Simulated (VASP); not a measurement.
Write the native input for VASP 6.6.1 that does the following.

```yaml
Task: single point
Functional: LDA
Potentials_or_basis: VASP PAW LDA potentials, release 64 (Si, N)
Cutoff: 520 eV
k_mesh: 4 × 4 × 4, shifted
Occupations: gaussian, width 0.01 eV
Spin: no spin polarisation
Dipole_correction: no
Further_INCAR_settings: ALGO = Normal; EDIFF = 1e-07; NBANDS = 45; ISYM = 0
```

The structure of Si3N4 lies in POSCAR:

```
Si3N4
1.0
    0.0000000000      3.8382500000      3.8382500000
    3.8382500000      0.0000000000      3.8382500000
    3.8382500000      3.8382500000      0.0000000000
Si N
6 8
Direct
    0.6250000000      0.6250000000      0.6250000000
    0.1250000000      0.6250000000      0.6250000000
    0.6250000000      0.6250000000      0.1250000000
    0.6250000000      0.1250000000      0.6250000000
    0.0000000000      0.0000000000      0.0000000000
    0.2500000000      0.2500000000      0.2500000000
    0.3824000000      0.3824000000      0.3824000000
    0.3972000000      0.8676000000      0.8676000000
    0.3824000000      0.3824000000      0.8528000000
    0.8676000000      0.3972000000      0.8676000000
    0.8528000000      0.3824000000      0.3824000000
    0.8676000000      0.8676000000      0.8676000000
    0.3824000000      0.8528000000      0.3824000000
    0.8676000000      0.8676000000      0.3972000000
```

These files were run (other wordings do the same):

INCAR

```
SYSTEM = Si3N4
PREC = Accurate
ENCUT = 520
EDIFF = 1E-7
ISMEAR = 0
SIGMA = 0.01
LREAL = .FALSE.
LASPH = .TRUE.
NELM = 80
ALGO = Normal
ISIF = 2
LWAVE = .FALSE.
LCHARG = .FALSE.
GGA = CA
NBANDS = 45
ISYM = 0
```

KPOINTS

```
Automatic mesh
0
Gamma
  4 4 4
  0.5 0.5 0.5
```

Potentials or basis: VASP PAW LDA potentials, release 64 (Si, N).

Launch:

```sh
$ cat potpaw_LDA.64/Si/POTCAR potpaw_LDA.64/N/POTCAR > POTCAR
$ mpirun -np 1 vasp_std > vasp.out
```

Results of the run:

```json
{
 "Pressure": "2.6 GPa",
 "Largest force": "0.015 eV/Å",
 "Band gap on the k mesh": "3.65 eV (least direct gap 3.67 eV)"
}
```

Caveat: a shifted mesh leaves out Γ, where band edges can lie.

Wall time 14 min on 1 thread of Intel Xeon 8259CL (shared host), peak memory 0.51 GiB.
